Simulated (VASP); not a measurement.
Write the native input for VASP 6.6.1 that does the following.

* Task: single point
* Functional: PBE
* Potentials or basis: VASP PAW PBE potentials, release 64 (Ga_d, P)
* Cutoff: 520 eV
* k mesh: 8 × 8 × 8
* Occupations: fermi-dirac, width 0.02 eV
* Spin: no spin polarisation
* Dipole correction: no
* Further INCAR settings: ALGO = Normal; EDIFF = 1e-06; NBANDS = 16

The structure of GaP lies in POSCAR:

```
GaP
1.0
    0.0000000000      2.7253992874      2.7253992874
    2.7253992874      0.0000000000      2.7253992874
    2.7253992874      2.7253992874      0.0000000000
Ga P
1 1
Direct
    0.0000000000      0.0000000000      0.0000000000
    0.2500000000      0.2500000000      0.2500000000
```

The input as run:

INCAR

```
SYSTEM = GaP
PREC = Accurate ; ENCUT = 520
EDIFF = 1E-6 ; ISMEAR = -1
SIGMA = 0.02 ; LREAL = .FALSE.
LASPH = .TRUE. ; NELM = 80
ALGO = Normal ; ISIF = 2
LWAVE = .FALSE. ; LCHARG = .FALSE.
GGA = PE ; NBANDS = 16
```

KPOINTS

```
Automatic mesh
0
G
  8 8 8
  0 0 0
```

Potentials or basis: VASP PAW PBE potentials, release 64 (Ga_d, P).

Run with:

```sh
$ cat potpaw_PBE.64/Ga_d/POTCAR potpaw_PBE.64/P/POTCAR > POTCAR
$ mpirun -np 1 vasp_std > vasp.out
```

It gave:

| Property | Result |
| --- | --- |
| Pressure | 2.4 GPa |
| Band gap on the k mesh | 1.64 eV, indirect (least direct gap 1.82 eV) |

It took 32 s on 1 thread of AMD EPYC 7R13, on a shared host, peak memory 0.14 GiB.
